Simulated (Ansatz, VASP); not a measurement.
**One calculation of Ta2CN4, two programs**

```
Ta C N
1.0
    -1.59946    2.09742    6.93262
     1.59946   -2.09742    6.93262
     1.59946    2.09742   -6.93262
Ta C N
2 1 4
Direct
  0.79960 0.29960 0.50000
  0.20040 0.70040 0.50000
  0.00000 0.00000 0.00000
  0.69937 0.69937 0.00000
  0.30063 0.30063 0.00000
  0.91158 0.91158 0.00000
  0.08842 0.08842 0.00000
```

Alike in both runs: functional PBE; k mesh 12 × 12 × 12; occupations gaussian, width 0.1 eV; no spin polarisation.

Ansatz relaxed the structure, and its values are those at the end. VASP's run is a single point on that final structure, the one shown.

|  | VASP | Ansatz |
| --- | --- | --- |
| version | VASP 6.6.1 | Ansatz 0.2.0 |
| potentials or method | VASP PAW PBE potentials, release 64 (Ta_pv, C, N), cutoff 520 eV | scalar-relativistic, plane waves, PAW |
| valence electrons in the cell | 46 | 50 |

VASP gave:

```
gap on the k mesh at the Fermi level (eV) : none
pressure (GPa)                            : 0.4
rms of the force components (eV/Å)        : 0.030
```

Task: Estimate Ansatz's values.

Result: gap on the k mesh at the Fermi level (eV): none; pressure (GPa): 0.0; rms of the force components (eV/Å): 0.000.

A gap of «none» marks a metal or a gap that the smearing closes. VASP's potentials hold 46 valence electrons a cell and Ansatz's 50, so a difference there can come from the potentials and not from the codes.

Spin-orbit coupling is off throughout. Noted on VASP's run: the standard files for N, O and F lose accuracy on very short bonds.
